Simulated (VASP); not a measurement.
The system is CoSi2.

```
Co Si
1.0
     0.00000    2.67800    2.67800
     2.67800    0.00000    2.67800
     2.67800    2.67800    0.00000
Co Si
1 2
Direct
  0.00000 0.00000 0.00000
  0.25000 0.25000 0.25000
  0.75000 0.75000 0.75000
```

Base run:

| Item | Value |
| --- | --- |
| Program | VASP 6.6.1 |
| Functional | r2SCAN |
| Potentials or basis | VASP PAW PBE potentials, release 64 (Co, Si) |
| Cutoff | 520 eV |
| k mesh | 12 × 12 × 12 |
| Occupations | gaussian, width 0.05 eV |
| Spin | collinear spin, zero start |
| Starting moments | [0.0, 0.0, 0.0] μB |

Its results: pressure -4.4 GPa; net moment 0.00 μB per cell.

Question: The run is repeated on the same cell with these changes: functional from r2SCAN to PBE. What comes out?

Answer: Pressure 0.1 GPa; net moment 0.00 μB per cell.

Caveats: the cell stands under tension (at least some runs); the PAW data sets were made with another functional, which shifts forces and pressure a little (at least some runs).
